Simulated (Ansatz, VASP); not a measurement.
# One calculation of LaCuAsSe, two programs

POSCAR

```
LaCuAsSe
1.0
    4.3088330000      0.0000000000      0.0000000000
    0.0000000000      4.3088330000      0.0000000000
    0.0000000000      0.0000000000      9.3203450000
Cu La Se As
2 2 2 2
Direct
    0.2500000000      0.7500000000      0.5000000000
    0.7500000000      0.2500000000      0.5000000000
    0.2500000000      0.2500000000      0.1398000000
    0.7500000000      0.7500000000      0.8602000000
    0.2500000000      0.2500000000      0.6698000000
    0.7500000000      0.7500000000      0.3302000000
    0.2500000000      0.7500000000      0.0000000000
    0.7500000000      0.2500000000      0.0000000000
```

The input INCAR.step1:

```
SYSTEM = LaCuAsSe
PREC = Accurate ; ENCUT = 520
EDIFF = 1E-5 ; ISMEAR = 1
SIGMA = 0.0703 ; LREAL = .FALSE.
LASPH = .TRUE. ; NELM = 100
ALGO = Normal ; ISIF = 2
LWAVE = .TRUE. ; LCHARG = .FALSE.
GGA = PE ; NBANDS = 43
```

File INCAR.step2:

```
SYSTEM = LaCuAsSe
PREC = Accurate ; ENCUT = 520
EDIFF = 1E-6 ; ISMEAR = 1
SIGMA = 0.0703 ; LREAL = .FALSE.
LASPH = .TRUE. ; NELM = 100
ALGO = Normal ; ISIF = 2
LWAVE = .FALSE. ; LCHARG = .FALSE.
GGA = PE ; LHFCALC = .TRUE.
AEXX = 0.25 ; PRECFOCK = Fast
ISTART = 1 ; NBANDS = 43
```

KPOINTS

```
regular mesh
0
G
  3 3 1
  0 0 0
```

Input for Ansatz:

```yaml
crystal:
  lattice:
    - [4.308833, 0.0, 0.0]
    - [0.0, 4.308833, 0.0]
    - [0.0, 0.0, 9.320345]
  atoms:
    - { symbol: Cu, position: [0.25, 0.75, 0.5] }
    - { symbol: Cu, position: [0.75, 0.25, 0.5] }
    - { symbol: La, position: [0.25, 0.25, 0.1398] }
    - { symbol: La, position: [0.75, 0.75, 0.8602] }
    - { symbol: Se, position: [0.25, 0.25, 0.6698] }
    - { symbol: Se, position: [0.75, 0.75, 0.3302] }
    - { symbol: As, position: [0.25, 0.75, 0.0] }
    - { symbol: As, position: [0.75, 0.25, 0.0] }
  symmetry: { tolerance: 0.0003 }
kpoints:
  mp_grid: { grid: [3, 3, 1], shift: [0, 0, 0] }
magnetization:
  spin_polarized: false
scf:
  occupations: { method: methfessel_paxton, width: 0.0703 }
hamiltonian:
  pseudopotentials: { kind: paw }
  xc: pbe0
basis:
  ecutwfc: 420
  fft_grid_basis: typed
output:
  forces: true
  stress: true
  eigenvalues: true
  bader: true
  populations: true
  elf: true
  write_potential: true
  volumetric_format: npy
  dos:
    e_range: [-12, 8]
    de: 0.05
    projected: { site_lists: { As: [As], Cu: [Cu], La: [La], Se: [Se] } }
    method: { smearing: { sigma: 0.1, scheme: gaussian } }
```

Alike in both runs: task single point; functional PBE0; k mesh 3 × 3 × 1; occupations methfessel-paxton of order 1, width 0.0703 eV; no spin polarisation.

|  | VASP | Ansatz |
| --- | --- | --- |
| version | VASP 6.6.1 | Ansatz 0.2.0 |
| potentials or method | VASP PAW PBE potentials, release 64 (Cu, La, Se, As), cutoff 520 eV | PAW plane waves |
| valence electrons in the cell | 66 | 122 |

```tsv
	VASP	Ansatz	Ansatz less VASP
pressure (GPa)	17.3	17.6	+0.34
traceless stress, the component that is largest in VASP (GPa)	-1.89	-2.01	-0.123
rms of the force components (eV/Å)	2.548	2.551	+0.0031
```

Atom by atom the forces differ by 0.003 eV/Å (rms over components). VASP's potentials hold 66 valence electrons a cell and Ansatz's 122, so a difference there can come from the potentials and not from the codes. Ansatz's warnings: filled band counts differ across k points, stress exchange threshold loose, stress scf threshold loose.

The k mesh is coarse, so the values compare programs but aren't converged. Neither program's run includes spin-orbit coupling.
